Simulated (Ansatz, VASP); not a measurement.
**Two plane-wave programs on BP**

INCAR

```
SYSTEM = BP
PREC = Accurate
ENCUT = 500
EDIFF = 1E-6
ISMEAR = 0
SIGMA = 0.01
LREAL = .FALSE.
LASPH = .TRUE.
NELM = 120
ALGO = Normal
ISIF = 2
LWAVE = .FALSE.
LCHARG = .TRUE.
GGA = CA
LELF = .TRUE.
LVHAR = .TRUE.
NBANDS = 11
ISYM = 0
GGA_COMPAT = .FALSE.
```

File KPOINTS:

```
Automatic mesh
0
G
  10 10 10
  0 0 0
```

The input POSCAR:

```
BP
1.0
    0.0000000000      2.2601014554      2.2601014554
    2.2601014554      0.0000000000      2.2601014554
    2.2601014554      2.2601014554      0.0000000000
B P
1 1
Direct
    0.0000000000      0.0000000000      0.0000000000
    0.7500000000      0.7500000000      0.7500000000
```

Input for Ansatz:

```yaml
crystal:
  lattice:
    - [0.0, 2.2601014554, 2.2601014554]
    - [2.2601014554, 0.0, 2.2601014554]
    - [2.2601014554, 2.2601014554, 0.0]
  atoms:
    - { symbol: B, position: [0.0, 0.0, 0.0] }
    - { symbol: P, position: [0.75, 0.75, 0.75] }
  symmetry: { detect: false }
basis:
  ecutwfc: 420
kpoints:
  mp_grid: { grid: [10, 10, 10] }
hamiltonian:
  xc: lda
scf:
  occupations: { method: fixed }
  lower_state_search: "off"
  algorithm: density_mixing
output:
  forces: true
  eigenvalues: true
  stress: true
```

Alike in both runs: task single point; functional LDA; k mesh 10 × 10 × 10; no spin polarisation.

```csv
,VASP,Ansatz
version,VASP 6.6.1,Ansatz 0.2.0
potentials or method,"VASP PAW LDA potentials, release 64 (B, P), cutoff 500 eV","scalar-relativistic, plane waves, PAW"
occupations,"gaussian, width 0.01 eV",fixed
valence electrons in the cell,8,8
```

VASP gave:

- gap on the k mesh at the Fermi level (eV): 1.17
- pressure (GPa): -3.4

**Question.** Which values does Ansatz return?

**Answer.** gap on the k mesh at the Fermi level (eV): 1.17; pressure (GPa): -3.3.

LDA's correlation is that of Perdew and Zunger in VASP and of Perdew and Wang (1992) in Ansatz.
